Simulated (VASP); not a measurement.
# BaTiO3 (Pm-3m) in VASP: single point with r2SCAN

Aim: the single point of BaTiO3 with r2SCAN.

Everything below comes from runs of VASP 6.6.1. Logs are shortened: lines on timing, memory, paths and dates and some standing lists are left out, and cuts for length are marked.

### Step 1. The cell of the first run

The structure is cubic, space group Pm-3m (No. 221). The conventional cell has a = 3.991 Å, b = 3.991 Å, c = 3.991 Å, α = 90.00°, β = 90.00°, γ = 90.00°. Within 3.7 Å of Ba (site symmetry m-3m) lie 12 O at 2.82 Å and 8 Ti at 3.46 Å. Within 2.6 Å of Ti (site symmetry m-3m) lie 6 O at 2.00 Å. Within 2.6 Å of O (site symmetry 4/mmm) lie 2 Ti at 2.00 Å. Within 2.6 Å of O (site symmetry 4/mmm) lie 2 Ti at 2.00 Å.

### Step 2. Single point, r2SCAN

Input file POSCAR:

```
BaTiO3
1.0
    7.9813680200      0.0000000000      0.0000000000
    0.0000000000      3.9906840100      0.0000000000
    0.0000000000      0.0000000000      3.9906840100
Ba Ti O
2 2 6
Direct
    0.2500000000      0.5000000000      0.5000000000
    0.7500000000      0.5000000000      0.5000000000
    0.0000000000      0.0000000000      0.0000000000
    0.5000000000      0.0000000000      0.0000000000
    0.2500000000      0.0000000000      0.0000000000
    0.7500000000      0.0000000000      0.0000000000
    0.0000000000      0.5000000000      0.0000000000
    0.5000000000      0.5000000000      0.0000000000
    0.0000000000      0.0000000000      0.5000000000
    0.5000000000      0.0000000000      0.5000000000
```

Input file INCAR.step1:

```
SYSTEM = BaTiO3
ALGO     = Normal         ! electronic algorithm
EDIFF    = 1E-4           ! SCF threshold, eV
ENCUT    = 520            ! plane-wave cutoff, eV
GGA      = PE             ! functional
ISMEAR   = -1             ! smearing method
LASPH    = .TRUE.         ! aspherical terms in the spheres
LCHARG   = .FALSE.        ! write CHGCAR
LREAL    = .FALSE.        ! projectors in reciprocal space
LWAVE    = .TRUE.         ! write WAVECAR
NBANDS   = 51             ! bands
NELM     = 80             ! most SCF steps
PREC     = Accurate       ! precision mode
SIGMA    = 0.1286         ! smearing width, eV
```

Input file INCAR.step2:

```
SYSTEM = BaTiO3
ALGO     = Normal         ! electronic algorithm
EDIFF    = 1E-6           ! SCF threshold, eV
ENCUT    = 520            ! plane-wave cutoff, eV
ISIF     = 2              ! what is computed and relaxed
ISMEAR   = -1             ! smearing method
ISTART   = 1            
LASPH    = .TRUE.         ! aspherical terms in the spheres
LCHARG   = .FALSE.        ! write CHGCAR
LMIXTAU  = .TRUE.       
LREAL    = .FALSE.        ! projectors in reciprocal space
LWAVE    = .FALSE.        ! write WAVECAR
METAGGA  = R2SCAN         ! meta-GGA
NBANDS   = 51             ! bands
NELM     = 80             ! most SCF steps
PREC     = Accurate       ! precision mode
SIGMA    = 0.1286         ! smearing width, eV
```

Input file KPOINTS:

```
k-points
0
G
  4 7 7
  0 0 0
```

Potentials or basis: VASP PAW PBE potentials, release 64 (Ba_sv, Ti_sv, O).

Started as:

```
$ cat potpaw_PBE.64/Ba_sv/POTCAR potpaw_PBE.64/Ti_sv/POTCAR potpaw_PBE.64/O/POTCAR > POTCAR
$ cp INCAR.step1 INCAR
$ mpirun -np 1 vasp_std > vasp.out
$ cp INCAR.step2 INCAR
$ mpirun -np 1 vasp_std > vasp.out
```

OUTCAR:

```text
SYSTEM = BaTiO3
   EDIFF = 1E-6
   ENCUT = 520
   ISIF = 2
   ISMEAR = -1
   ISTART = 1
   LASPH = .TRUE.
   LREAL = .FALSE.
   METAGGA = R2SCAN
   NELM = 80
   PREC = Accurate

 ion  position               nearest neighbor table
   1  0.250  0.500  0.500-   5 2.82   7 2.82   8 2.82   9 2.82  10 2.82   5 2.82   7 2.82   8 2.82
                             5 2.82   9 2.82  10 2.82   5 2.82   3 3.46   4 3.46   4 3.46   4 3.46
   2  0.750  0.500  0.500-   6 2.82   7 2.82   8 2.82   9 2.82  10 2.82   6 2.82   7 2.82   8 2.82
                             6 2.82   9 2.82  10 2.82   6 2.82   3 3.46   4 3.46   4 3.46   4 3.46
   3  0.000  0.000  0.000-   5 2.00   6 2.00   7 2.00   9 2.00   9 2.00   7 2.00   1 3.46   2 3.46
                             1 3.46   1 3.46   2 3.46   2 3.46   1 3.46   2 3.46
   4  0.500  0.000  0.000-   5 2.00   6 2.00   8 2.00  10 2.00  10 2.00   8 2.00   1 3.46   2 3.46
                             1 3.46   1 3.46   2 3.46   2 3.46   1 3.46   2 3.46
   5  0.250  0.000  0.000-   3 2.00   4 2.00   1 2.82   1 2.82   1 2.82   1 2.82
   6  0.750  0.000  0.000-   3 2.00   4 2.00   2 2.82   2 2.82   2 2.82   2 2.82
   7  0.000  0.500  0.000-   3 2.00   3 2.00   1 2.82   1 2.82   2 2.82   2 2.82
   8  0.500  0.500  0.000-   4 2.00   4 2.00   1 2.82   1 2.82   2 2.82   2 2.82
   9  0.000  0.000  0.500-   3 2.00   3 2.00   1 2.82   2 2.82   1 2.82   2 2.82
  10  0.500  0.000  0.500-   4 2.00   4 2.00   1 2.82   2 2.82   1 2.82   2 2.82

  LATTYP: Found a simple tetragonal cell.
 ALAT       =     3.9906840100
 C/A-ratio  =     2.0000000000

  Lattice vectors:

 A1 = (   0.0000000000,   3.9906840100,   0.0000000000)
 A2 = (   0.0000000000,   0.0000000000,   3.9906840100)
 A3 = (   7.9813680200,   0.0000000000,   0.0000000000)

Analysis of symmetry for initial positions (statically):
=====================================================================
 Subroutine PRICEL returns following result:

  LATTYP: Found a simple cubic cell.
 ALAT       =     3.9906840100

  Lattice vectors:

 A1 = (   3.9906840100,   0.0000000000,   0.0000000000)
 A2 = (   0.0000000000,   3.9906840100,   0.0000000000)
 A3 = (   0.0000000000,   0.0000000000,   3.9906840100)

   2 primitive cells build up your supercell.

 Routine SETGRP: Setting up the symmetry group for a
 simple tetragonal supercell.

 Subroutine GETGRP returns: Found 16 space group operations
 (whereof 16 operations were pure point group operations)
 out of a pool of 16 trial point group operations.

The static configuration has the point symmetry D_4h.

Analysis of symmetry for dynamics (positions and initial velocities):
=====================================================================
 Subroutine PRICEL returns following result:

  LATTYP: Found a simple cubic cell.
 ALAT       =     3.9906840100

  Lattice vectors:

 A1 = (   3.9906840100,   0.0000000000,   0.0000000000)
 A2 = (   0.0000000000,   3.9906840100,   0.0000000000)
 A3 = (   0.0000000000,   0.0000000000,   3.9906840100)

   2 primitive cells build up your supercell.

 Routine SETGRP: Setting up the symmetry group for a
 simple tetragonal supercell.

 Subroutine GETGRP returns: Found 16 space group operations
 (whereof 16 operations were pure point group operations)
 out of a pool of 16 trial point group operations.

The dynamic configuration has the point symmetry D_4h.

 Subroutine INISYM returns: Found 16 space group operations
 (whereof 16 operations are pure point group operations),
 and found     2 'primitive' translations

----------------------------------------------------------------------------------------

                                     Primitive cell

  volume of cell :      63.5539

  direct lattice vectors                    reciprocal lattice vectors
     3.990684010  0.000000000  0.000000000     0.250583609  0.000000000  0.000000000
     0.000000000  3.990684010  0.000000000     0.000000000  0.250583609  0.000000000
     0.000000000  0.000000000  3.990684010     0.000000000  0.000000000  0.250583609

  length of vectors
     3.990684010  3.990684010  3.990684010     0.250583609  0.250583609  0.250583609

  position of ions in fractional coordinates (direct lattice)
     0.500000000  0.500000000  0.500000000
     0.000000000  0.000000000  0.000000000
     0.500000000  0.000000000  0.000000000
     0.000000000  0.500000000  0.000000000
     0.000000000  0.000000000  0.500000000

  ion indices of the primitive-cell ions
   primitive index   ion index
                 1           1
                 2           3
                 3           5
                 4           7
                 5           9

----------------------------------------------------------------------------------------

 KPOINTS: k-points

Automatic generation of k-mesh.
 Grid dimensions read from file:
 generate k-points for:    4    7    7

 Generating k-lattice:

  Cartesian coordinates                     Fractional coordinates (reciprocal lattice)
     0.031322951  0.000000000  0.000000000     0.250000000  0.000000000  0.000000000
     0.000000000  0.035797658  0.000000000     0.000000000  0.142857143  0.000000000
     0.000000000  0.000000000  0.035797658     0.000000000  0.000000000  0.142857143

  Length of vectors
     0.031322951  0.035797658  0.035797658

  Shift w.r.t. Gamma in fractional coordinates (k-lattice)
     0.000000000  0.000000000  0.000000000

 Subroutine IBZKPT returns following result:
 ===========================================

 Found     30 irreducible k-points:

 Following reciprocal coordinates:
            Coordinates               Weight
  0.000000  0.000000  0.000000      1.000000
  0.250000  0.000000  0.000000      2.000000
  0.500000  0.000000  0.000000      1.000000
  0.000000  0.142857  0.000000      4.000000
  0.250000  0.142857  0.000000      8.000000
  0.500000  0.142857  0.000000      4.000000
[... 16 lines left out ...]
  0.250000  0.285714  0.285714      8.000000
  0.500000  0.285714  0.285714      4.000000
 [... further k-points ...]
   k-points           NKPTS =     30   k-points in BZ     NKDIM =     30   number of bands    NBANDS=     51
   number of dos      NEDOS =    301   number of ions     NIONS =     10
   total plane-waves  NPLWV =  54000
   dimension x,y,z NGX =    60 NGY =   30 NGZ =   30
   dimension x,y,z NGXF=   120 NGYF=   60 NGZF=   60
   ions per type =               2   2   6
   NGX,Y,Z   is equivalent  to a cutoff of  12.50, 12.50, 12.50 a.u.
   NGXF,Y,Z  is equivalent  to a cutoff of  25.00, 25.00, 25.00 a.u.
 SYSTEM =  BaTiO3
   PREC   = accura    normal or accurate (medium, high low for compatibility)
   ISTART =      1    job   : 0-new  1-cont  2-samecut
   ICHARG =      0    charge: 1-file 2-atom 10-const
   ISPIN  =      1    spin polarized calculation?
   LNONCOLLINEAR =      F non collinear calculations
   LSORBIT =      F    spin-orbit coupling
   LASPH  =      T    aspherical Exc in radial PAW
   ENCUT  =  520.0 eV  38.22 Ry    6.18 a.u.  14.84  7.42  7.42*2*pi/ulx,y,z
   NELM   =     80;   NELMIN=  2; NELMDL=  0     # of ELM steps
   EDIFF  = 0.1E-05   stopping-criterion for ELM
   LREAL  =      F    real-space projection
   EDIFFG = 0.1E-04   stopping-criterion for IOM
   NSW    =      0    number of steps for IOM
   IBRION =     -1    ionic relax: 0-MD 1-quasi-New 2-CG
   NFREE  =      0    steps in history (QN), initial steepest desc. (CG)
   ISIF   =      2    stress and relaxation
   ISYM   =      2    0-nonsym 1-usesym 2-fastsym
   POTIM  = 0.5000    time-step for ionic-motion
   TEBEG  =    0.0;   TEEND  =   0.0 temperature during run
   PSTRESS=    0.0 pullay stress
   NELECT =      80.0000    total number of electrons
   NUPDOWN=      -1.0000    fix difference up-down
   EMIN   =  10.00;   EMAX   =-10.00  energy-range for DOS
   EFERMI =   0.00;   METHOD = LEGACY
   ISMEAR =    -1;   SIGMA  =   0.13  broadening in eV -4-tet -1-fermi 0-gaus
   EFERMI_NEDOS =   21; number of points for ismear=-14 and -15
   IALGO  =     38    algorithm
   IMIX   =      4    mixing-type and parameters
     AMIX     =   0.40;   BMIX     =  1.00
     AMIX_MAG =   1.60;   BMIX_MAG =  1.00
  volume/ion in A,a.u.               =      12.71        85.78
  Fermi-wavevector in a.u.,A,eV,Ry     =   1.402967  2.651223 26.780574  1.968317
  Thomas-Fermi vector in A             =   2.525676
   LORBIT       =      0    0 simple, 1 ext, 2 COOP (PROOUT), +10 PAW based schemes
   METAGGA = R2SCAN    functional components
   LHFCALC =     F    Hartree Fock is set to
   AEXX    =    0.0000 exact exchange contribution
   IVDW    =     0    specifies the selected vdW correction
   LEPSILON=     F    determine dielectric tensor
   LRPA    =     F    only Hartree local field effects (RPA)
 non-spin polarized calculation
  energy-cutoff  :      520.00
  volume of cell :      127.11
 maximum number of plane-waves:      3458
 NGX is ok and might be reduce to    60
   NGX = 29   NGY = 15   NGZ = 15

 number of electron      79.9999953 magnetization

 Free energy of the ion-electron system (eV)
  ---------------------------------------------------
  ext. energy  EPLUGINS =         0.00000000
  ---------------------------------------------------
  free energy    TOTEN  =      -148.45617116 eV

  energy without entropy =     -148.45598069  energy(sigma->0) =     -148.45607593

 E-fermi :   4.7451     XC(G=0): -11.9698

 val. band max:        3.5653324609   @ k =   0.0000   0.4286   0.4286
 cond. band min:       5.7562201259   @ k =   0.0000   0.0000   0.0000
 fundamental gap:      2.1908876651
 Fermi energy:         4.7450573832

 k-point     1 :       0.0000    0.0000    0.0000
  band No.  band energies     occupation
      1     -55.2400      2.00000
      2     -55.2387      2.00000
      3     -30.4638      2.00000
      4     -30.4034      2.00000
      5     -30.4034      2.00000
      6     -30.4034      2.00000
[... 43 lines left out ...]
     50       9.2137      0.00000
     51       9.2137      0.00000
[... 1240 lines left out ...]
     50      10.3306      0.00000
     51      11.9103      0.00000

 [... further k-points ...]
[... 5 lines left out ...]
  --------------------------------------------------------------------------------------
  -------------------------------------------------------------------------------------
  Total        1.9785023      1.9793149      1.9793149      0.0000000      0.0000000      0.0000000
  in kB       24.9387750     24.9490180     24.9490180      0.0000000      0.0000000      0.0000000
  external PRESSURE =      24.9456036 kB  Pullay stress =       0.0000000 kB

 VOLUME and BASIS-vectors are now :
 -----------------------------------------------------------------------------
  energy-cutoff  :      520.00
  volume of cell :      127.11
      direct lattice vectors                 reciprocal lattice vectors
     7.981368020  0.000000000  0.000000000     0.125291804  0.000000000  0.000000000
     0.000000000  3.990684010  0.000000000     0.000000000  0.250583609  0.000000000
     0.000000000  0.000000000  3.990684010     0.000000000  0.000000000  0.250583609

 POSITION                                       TOTAL-FORCE (eV/Angst)
 -----------------------------------------------------------------------------------
      1.99534      1.99534      1.99534         0.000000     -0.000000     -0.000000
      5.98603      1.99534      1.99534         0.000000      0.000000      0.000000
      0.00000      0.00000      0.00000         0.000000     -0.000000     -0.000000
      3.99068      0.00000      0.00000         0.000000     -0.000000     -0.000000
      1.99534      0.00000      0.00000        -0.000000     -0.000000     -0.000000
      5.98603      0.00000      0.00000        -0.000000      0.000000      0.000000
      0.00000      1.99534      0.00000         0.000000     -0.000000     -0.000000
      3.99068      1.99534      0.00000         0.000000      0.000000     -0.000000
      0.00000      0.00000      1.99534         0.000000     -0.000000     -0.000000
      3.99068      0.00000      1.99534         0.000000     -0.000000      0.000000
 -----------------------------------------------------------------------------------
    total drift:                                0.000000     -0.000000      0.000000

  FREE ENERGIE OF THE ION-ELECTRON SYSTEM (eV)
  ---------------------------------------------------
  free  energy   TOTEN  =      -148.4561711631 eV

  energy  without entropy=     -148.4559806898  energy(sigma->0) =     -148.45607593
```

Wall time 9.4 min (1 thread of Intel Xeon Platinum 8259CL at 2.50GHz (Skylake/Cascade Lake), shared host); peak memory 0.35 GiB.

Results:

```
Free energy            : -148.4562 eV
Pressure               : 2.5 GPa
Band gap on the k mesh : 2.19 eV
```

Levels at points of the mesh, in eV from the valence-band top:
```
           k point  band 36  band 37  band 38  band 39  band 40  band 41  band 42  band 43  band 44  band 45
(0.00, 0.00, 0.00)    -0.71    -0.71    -0.11    -0.11    -0.11     2.19     2.19     2.19     2.35     3.93
(0.50, 0.00, 0.00)    -1.21    -0.45    -0.45    -0.45    -0.45     2.27     2.27     3.14     3.14     3.14
```

Caveat: the PAW data sets were made with another functional, which shifts forces and pressure a little; spin-orbit coupling is left out, which moves the levels of the heavy elements; an odd mesh through Γ misses points on the zone boundary, where band edges can lie.
